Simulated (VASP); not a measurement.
Wanted: the native input for a VASP 6.6.1 run.

```yaml
Task: single point
Functional: PBE
Potentials_or_basis: VASP PAW PBE potentials, release 64 (Li_sv, Y_sv)
Cutoff: 520 eV
k_mesh: 5 × 5 × 5
Occupations: fermi-dirac, width 0.1 eV
Spin: no spin polarisation
Dipole_correction: no
Further_INCAR_settings: ALGO = Normal; EDIFF = 1e-06; NBANDS = 26
```

The structure of LiY3 lies in POSCAR:

```
LiY3
1.0
    0.0000000000      3.8337400417      3.8337400417
    3.8337400417      0.0000000000      3.8337400417
    3.8337400417      3.8337400417      0.0000000000
Li Y
1 3
Direct
    0.0000000000      0.0000000000      0.0000000000
    0.2500000000      0.2500000000      0.2500000000
    0.7500000000      0.7500000000      0.7500000000
    0.5000000000      0.5000000000      0.5000000000
```

These files were run (other wordings do the same):

INCAR

```
  PREC = Accurate
  ENCUT = 520
  EDIFF = 1E-6
  ISMEAR = -1
  SIGMA = 0.1
  LREAL = F
  LASPH = T
  NELM = 60
  ALGO = Normal
  ISIF = 2
  LWAVE = F
  LCHARG = T
  GGA = PE
  LELF = T
  LVHAR = T
  NBANDS = 26
```

KPOINTS

```
regular mesh
0
Gamma
  5 5 5
```

Potentials or basis: VASP PAW PBE potentials, release 64 (Li_sv, Y_sv).

Launch:

```bash
$ cat potpaw_PBE.64/Li_sv/POTCAR potpaw_PBE.64/Y_sv/POTCAR > POTCAR
$ mpirun -np 1 vasp_std > vasp.out
```

Results of the run:

```yaml
Band_gap_on_the_k_mesh: zero (bands 18 and 19 overlap by 0.59 eV)
```

Run time: 85 s on 1 thread of Intel Xeon 8259CL, on a shared host, peak memory 0.25 GiB.
